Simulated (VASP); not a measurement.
# AlN in VASP: notebook, part 3 of 3

VASP 6.6.1. Earlier steps stand in the parts before.

## 5. Single point, LDA

This run uses another cell than the first one, of 10.39 Å³/atom, 1.030 times its volume.

INCAR reads:

```
PREC     = Accurate       # precision mode
ENCUT    = 520            # plane-wave cutoff, eV
EDIFF    = 1E-7           # SCF threshold, eV
ISMEAR   = 0              # smearing method
SIGMA    = 0.01           # smearing width, eV
LREAL    = False          # projectors in reciprocal space
LASPH    = True           # aspherical terms in the spheres
NELM     = 60             # most SCF steps
ALGO     = Normal         # electronic algorithm
ISIF     = 2              # what is computed and relaxed
LWAVE    = False          # write WAVECAR
LCHARG   = True           # write CHGCAR
LELF     = True           # ELF
LVHAR    = True         
NBANDS   = 11             # bands
```

KPOINTS reads:

```
regular mesh
0
Gamma
  8 8 8
```

POSCAR reads:

```
AlN
1.0
    0.0000000000      2.1819988094      2.1819988094
    2.1819988094      0.0000000000      2.1819988094
    2.1819988094      2.1819988094      0.0000000000
Al N
1 1
Direct
    0.0000000000      0.0000000000      0.0000000000
    0.2500000000      0.2500000000      0.2500000000
```

Potentials or basis: VASP PAW LDA potentials, release 64 (Al, N).

The run is started by

```
cat potpaw_LDA.64/Al/POTCAR potpaw_LDA.64/N/POTCAR > POTCAR
mpirun -np 1 vasp_std > vasp.out
```

OUTCAR:

```text
PREC = Accurate
   ENCUT = 520
   EDIFF = 1E-7
   ISMEAR = 0
   LREAL = False
   LASPH = True
   NELM = 60
   ISIF = 2

 ion  position               nearest neighbor table
   1  0.000  0.000  0.000-   2 1.89   2 1.89   2 1.89   2 1.89
   2  0.250  0.250  0.250-   1 1.89   1 1.89   1 1.89   1 1.89

  LATTYP: Found a face centered cubic cell.
 ALAT       =     4.3639976188

  Lattice vectors:

 A1 = (   0.0000000000,   2.1819988094,   2.1819988094)
 A2 = (   2.1819988094,   0.0000000000,   2.1819988094)
 A3 = (   2.1819988094,   2.1819988094,   0.0000000000)

Analysis of symmetry for initial positions (statically):
=====================================================================
 Subroutine PRICEL returns:
 Original cell was already a primitive cell.

 Routine SETGRP: Setting up the symmetry group for a
 face centered cubic supercell.

 Subroutine GETGRP returns: Found 24 space group operations
 (whereof 24 operations were pure point group operations)
 out of a pool of 48 trial point group operations.

The static configuration has the point symmetry T_d .

Analysis of symmetry for dynamics (positions and initial velocities):
=====================================================================
 Subroutine PRICEL returns:
 Original cell was already a primitive cell.

 Routine SETGRP: Setting up the symmetry group for a
 face centered cubic supercell.

 Subroutine GETGRP returns: Found 24 space group operations
 (whereof 24 operations were pure point group operations)
 out of a pool of 48 trial point group operations.

The dynamic configuration has the point symmetry T_d .

 Subroutine INISYM returns: Found 24 space group operations
 (whereof 24 operations are pure point group operations),
 and found     1 'primitive' translations

----------------------------------------------------------------------------------------

                                     Primitive cell

  volume of cell :      20.7775

  direct lattice vectors                    reciprocal lattice vectors
     0.000000000  2.181998809  2.181998809    -0.229147696  0.229147696  0.229147696
     2.181998809  0.000000000  2.181998809     0.229147696 -0.229147696  0.229147696
     2.181998809  2.181998809  0.000000000     0.229147696  0.229147696 -0.229147696

  length of vectors
     3.085812309  3.085812309  3.085812309     0.396895452  0.396895452  0.396895452

  position of ions in fractional coordinates (direct lattice)
     0.000000000  0.000000000  0.000000000
     0.250000000  0.250000000  0.250000000

  ion indices of the primitive-cell ions
   primitive index   ion index
                 1           1
                 2           2

----------------------------------------------------------------------------------------

 KPOINTS: regular mesh

Automatic generation of k-mesh.
 Grid dimensions read from file:
 generate k-points for:    8    8    8

 Generating k-lattice:

  Cartesian coordinates                     Fractional coordinates (reciprocal lattice)
    -0.028643462  0.028643462  0.028643462     0.125000000  0.000000000  0.000000000
     0.028643462 -0.028643462  0.028643462     0.000000000  0.125000000  0.000000000
     0.028643462  0.028643462 -0.028643462     0.000000000  0.000000000  0.125000000

  Length of vectors
     0.049611932  0.049611932  0.049611932

  Shift w.r.t. Gamma in fractional coordinates (k-lattice)
     0.000000000  0.000000000  0.000000000

 Subroutine IBZKPT returns following result:
 ===========================================

 Found     29 irreducible k-points:

 Following reciprocal coordinates:
            Coordinates               Weight
  0.000000  0.000000  0.000000      1.000000
  0.125000  0.000000  0.000000      8.000000
  0.250000  0.000000  0.000000      8.000000
  0.375000  0.000000  0.000000      8.000000
  0.500000  0.000000  0.000000      4.000000
  0.125000  0.125000  0.000000      6.000000
[... 16 lines left out ...]
  0.500000  0.250000  0.125000     48.000000
 -0.375000  0.250000  0.125000     24.000000
 [... further k-points ...]
   k-points           NKPTS =     29   k-points in BZ     NKDIM =     29   number of bands    NBANDS=     11
   number of dos      NEDOS =    301   number of ions     NIONS =      2
   total plane-waves  NPLWV =  13824
   dimension x,y,z NGX =    24 NGY =   24 NGZ =   24
   dimension x,y,z NGXF=    48 NGYF=   48 NGZF=   48
   ions per type =               1   1
   NGX,Y,Z   is equivalent  to a cutoff of  12.93, 12.93, 12.93 a.u.
   NGXF,Y,Z  is equivalent  to a cutoff of  25.86, 25.86, 25.86 a.u.
 SYSTEM =  unknown system
   PREC   = accura    normal or accurate (medium, high low for compatibility)
   ISTART =      0    job   : 0-new  1-cont  2-samecut
   ICHARG =      2    charge: 1-file 2-atom 10-const
   ISPIN  =      1    spin polarized calculation?
   LNONCOLLINEAR =      F non collinear calculations
   LSORBIT =      F    spin-orbit coupling
   LASPH  =      T    aspherical Exc in radial PAW
   ENCUT  =  520.0 eV  38.22 Ry    6.18 a.u.   5.74  5.74  5.74*2*pi/ulx,y,z
   NELM   =     60;   NELMIN=  2; NELMDL= -5     # of ELM steps
   EDIFF  = 0.1E-06   stopping-criterion for ELM
   LREAL  =      F    real-space projection
   EDIFFG = 0.1E-05   stopping-criterion for IOM
   NSW    =      0    number of steps for IOM
   IBRION =     -1    ionic relax: 0-MD 1-quasi-New 2-CG
   NFREE  =      0    steps in history (QN), initial steepest desc. (CG)
   ISIF   =      2    stress and relaxation
   ISYM   =      2    0-nonsym 1-usesym 2-fastsym
   POTIM  = 0.5000    time-step for ionic-motion
   TEBEG  =    0.0;   TEEND  =   0.0 temperature during run
   PSTRESS=    0.0 pullay stress
   NELECT =       8.0000    total number of electrons
   NUPDOWN=      -1.0000    fix difference up-down
   EMIN   =  10.00;   EMAX   =-10.00  energy-range for DOS
   EFERMI =   0.00;   METHOD = LEGACY
   ISMEAR =     0;   SIGMA  =   0.01  broadening in eV -4-tet -1-fermi 0-gaus
   EFERMI_NEDOS =   21; number of points for ismear=-14 and -15
   IALGO  =     38    algorithm
   IMIX   =      4    mixing-type and parameters
     AMIX     =   0.40;   BMIX     =  1.00
     AMIX_MAG =   1.60;   BMIX_MAG =  1.00
  volume/ion in A,a.u.               =      10.39        70.11
  Fermi-wavevector in a.u.,A,eV,Ry     =   1.190987  2.250639 19.299181  1.418450
  Thomas-Fermi vector in A             =   2.327059
   LORBIT       =      0    0 simple, 1 ext, 2 COOP (PROOUT), +10 PAW based schemes
   GGA     = CA    functional components
   LHFCALC =     F    Hartree Fock is set to
   AEXX    =    0.0000 exact exchange contribution
   IVDW    =     0    specifies the selected vdW correction
   LEPSILON=     F    determine dielectric tensor
   LRPA    =     F    only Hartree local field effects (RPA)
 non-spin polarized calculation
 Gauss-broadening in eV      SIGMA  =   0.01
  energy-cutoff  :      520.00
  volume of cell :       20.78
 maximum number of plane-waves:       568
   NGX = 11   NGY = 11   NGZ = 11

 number of electron       8.0000001 magnetization

 Free energy of the ion-electron system (eV)
  ---------------------------------------------------
  ext. energy  EPLUGINS =         0.00000000
  ---------------------------------------------------
  free energy    TOTEN  =       -16.37371173 eV

  energy without entropy =      -16.37371173  energy(sigma->0) =      -16.37371173

 E-fermi :   5.8210     XC(G=0): -11.2781

 val. band max:        5.7344219637   @ k =   0.0000   0.0000   0.0000
 cond. band min:       8.9584216071   @ k =   0.5000   0.5000   0.0000
 fundamental gap:      3.2239996434
 Fermi energy:         5.8209722926

 k-point     1 :       0.0000    0.0000    0.0000
  band No.  band energies     occupation
      1      -9.1047      2.00000
      2       5.7344      2.00000
      3       5.7344      2.00000
      4       5.7344      2.00000
      5       9.9935      0.00000
      6      18.0950      0.00000
      7      18.0950      0.00000
      8      18.0950      0.00000
      9      23.2796      0.00000
     10      23.2796      0.00000
     11      24.6694      0.00000
[... 309 lines left out ...]
 k-point    24 :      -0.3750    0.2500    0.1250
  band No.  band energies     occupation
      1      -6.6430      2.00000
      2       0.5319      2.00000
      3       3.4835      2.00000
      4       4.6003      2.00000
      5      12.7374      0.00000
      6      14.8807      0.00000
      7      17.7514      0.00000
      8      18.2560      0.00000
      9      22.6968      0.00000
     10      24.3165      0.00000
     11      27.5878      0.00000

 [... further k-points ...]

------------------------ aborting loop because EDIFF is reached ----------------------------------------

  FORCE on cell =-STRESS in cart. coord.  units (eV):
  Direction    XX          YY          ZZ          XY          YZ          ZX
  --------------------------------------------------------------------------------------
  -------------------------------------------------------------------------------------
  Total       -0.3213236     -0.3213236     -0.3213236     -0.0000000      0.0000000     -0.0000000
  in kB      -24.7776275    -24.7776275    -24.7776275     -0.0000000      0.0000000     -0.0000000
  external PRESSURE =     -24.7776275 kB  Pullay stress =       0.0000000 kB

 VOLUME and BASIS-vectors are now :
 -----------------------------------------------------------------------------
  energy-cutoff  :      520.00
  volume of cell :       20.78
      direct lattice vectors                 reciprocal lattice vectors
     0.000000000  2.181998809  2.181998809    -0.229147696  0.229147696  0.229147696
     2.181998809  0.000000000  2.181998809     0.229147696 -0.229147696  0.229147696
     2.181998809  2.181998809  0.000000000     0.229147696  0.229147696 -0.229147696

 POSITION                                       TOTAL-FORCE (eV/Angst)
 -----------------------------------------------------------------------------------
      0.00000      0.00000      0.00000        -0.000000     -0.000000     -0.000000
      1.09100      1.09100      1.09100         0.000000      0.000000      0.000000
 -----------------------------------------------------------------------------------
    total drift:                               -0.000000     -0.000000     -0.000000

  FREE ENERGIE OF THE ION-ELECTRON SYSTEM (eV)
  ---------------------------------------------------
  free  energy   TOTEN  =       -16.3737117262 eV

  energy  without entropy=      -16.3737117262  energy(sigma->0) =      -16.37371173
```

It took 4.3 s on 1 thread of Intel Xeon Platinum 8488C (Sapphire Rapids), shared host; peak memory 0.12 GiB.

Results:

| Item | Value |
| --- | --- |
| Free energy | -16.3737 eV |
| Pressure | -2.5 GPa |
| Band gap on the k mesh | 3.22 eV, indirect (least direct gap 4.26 eV) |

Levels at points of the mesh, in eV from the valence-band top:
| k point | band 2 | band 3 | band 4 | band 5 | band 6 | band 7 |
| --- | --- | --- | --- | --- | --- | --- |
| (0.00, 0.00, 0.00) | 0.00 | 0.00 | 0.00 | 4.26 | 12.36 | 12.36 |
| (0.50, 0.00, 0.00) | -5.92 | -0.49 | -0.49 | 7.29 | 9.78 | 10.98 |
| (0.50, 0.50, 0.00) | -4.96 | -1.80 | -1.80 | 3.22 | 8.43 | 13.79 |

A k mesh can miss the band edges. A hybrid or GW would open this gap; LDA tends to underestimate it.

## 6. Single point, LDA (z stretched by -0.5 %, x and y held)

INCAR reads:

```
SYSTEM = AlN
PREC     = Accurate       ! precision mode
ENCUT    = 520            ! plane-wave cutoff, eV
EDIFF    = 1E-6           ! SCF threshold, eV
ISMEAR   = 0              ! smearing method
SIGMA    = 0.01           ! smearing width, eV
LREAL    = .False.        ! projectors in reciprocal space
LASPH    = .True.         ! aspherical terms in the spheres
NELM     = 100            ! most SCF steps
ALGO     = Normal         ! electronic algorithm
ISIF     = 2              ! what is computed and relaxed
LWAVE    = .False.        ! write WAVECAR
LCHARG   = .False.        ! write CHGCAR
GGA      = CA             ! functional
NBANDS   = 11             ! bands
```

KPOINTS reads:

```
regular mesh
0
Gamma
  8 8 8
  0 0 0
```

POSCAR reads:

```
AlN
1.0
    0.0000000000      2.1711430940      2.1602873785
    2.1711430940      0.0000000000      2.1602873785
    2.1711430940      2.1711430940      0.0000000000
Al N
1 1
Direct
    0.0000000000      0.0000000000      0.0000000000
    0.2500000000      0.2500000000      0.2500000000
```

Potentials or basis: VASP PAW LDA potentials, release 64 (Al, N).

The run is started by

```
cat potpaw_LDA.64/Al/POTCAR potpaw_LDA.64/N/POTCAR > POTCAR
mpirun -np 1 vasp_std > vasp.out
```

Run time: 6.7 s. Hardware: 1 thread of Intel Xeon Platinum 8488C (Sapphire Rapids), shared host; peak memory 0.12 GiB.

Results (log left out):

| Property | Result |
| --- | --- |
| Free energy | -16.3744 eV |
| Pressure | 1.7 GPa |
| Band gap on the k mesh | 3.20 eV, indirect (least direct gap 4.42 eV) |

Stress tensor (GPa, compression positive):
```
1.49 0.00 0.00
0.00 1.49 0.00
0.00 0.00 2.15
```

Levels at points of the mesh, in eV from the valence-band top:
```
           k point  band 1  band 2  band 3  band 4  band 5  band 6  band 7  band 8  band 9
(0.00, 0.00, 0.00)  -14.97   -0.02   -0.02    0.00    4.42   12.54   12.55   12.55   17.61
(0.50, 0.00, 0.00)  -12.78   -6.02   -0.52   -0.48    7.46    9.91   11.04   11.14   18.03
(0.50, 0.50, 0.00)  -12.08   -5.01   -1.86   -1.86    3.20    8.48   14.11   15.73   15.73
(0.50, 0.00, 0.50)  -12.11   -5.06   -1.82   -1.82    3.23    8.56   14.02   15.69   15.84
```

Caveat: the cell differs from its parent crystal (z stretched by -0.5 %, x and y held).

## 7. Overview

| cell | gap on the mesh (eV) | pressure (GPa) |
| --- | --- | --- |
| a = 3.055 Å, angles 60.0°, 2 atoms | 3.24 | 3.9 |
| a = 3.070 Å, angles 60.0°, 2 atoms | 3.23 | 0.6 |
| a = 3.086 Å, angles 60.0°, 2 atoms | 3.22 | -2.5 |
| a = 3.063, b = 3.063, c = 3.070 Å, angles 59.9, 59.9, 60.2°, 2 atoms | 3.20 | 1.7 |

Alike in all rows: task single point; level LDA; potentials or basis VASP PAW LDA potentials, release 64 (Al, N); no spin polarisation; k mesh 8 × 8 × 8; cutoff (eV) 520; smearing gaussian 0.01 eV.

Total energies depend on the potentials used, so only differences within one code and one set of settings carry meaning.
